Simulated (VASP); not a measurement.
**ZrO2: single point with PBE**

ZrO2:

```
Zr O
1.0
     0.00000    2.45015    2.45015
     2.45015    0.00000    2.45015
     2.45015    2.45015    0.00000
Zr O
1 2
Direct
  0.00000 0.00000 0.00000
  0.25000 0.25000 0.25000
  0.75000 0.75000 0.75000
```

```
Program                : VASP 6.6.1
Task                   : single point
Functional             : PBE
Potentials or basis    : VASP PAW PBE potentials, release 64 (Zr_sv, O)
Cutoff                 : 600 eV
k mesh                 : 8 × 8 × 8
Occupations            : gaussian, width 0.02 eV
Spin                   : no spin polarisation
Dipole correction      : no
Further INCAR settings : ALGO = Normal; EDIFF = 1e-06; NBANDS = 19
```

| Property | Result |
| --- | --- |
| Pressure | 40.3 GPa |
| Band gap on the k mesh | 3.66 eV (least direct gap 4.21 eV) |

Levels at points of the mesh, in eV from the valence-band top:
```tsv
k point	band 10	band 11	band 12	band 13	band 14	band 15
(0.00, 0.00, 0.00)	-0.57	-0.57	-0.57	3.66	3.66	7.44
(0.50, 0.00, 0.00)	-2.57	-1.72	-1.72	4.45	4.45	7.19
(0.50, 0.50, 0.00)	-1.68	-1.68	0.00	4.21	5.37	6.92
```

Wall time 40 s on 1 thread of Intel Xeon 8259CL, with other jobs on the host, peak memory 0.17 GiB.

Caveat: the cell stands under pressure. A k mesh can miss the band edges.
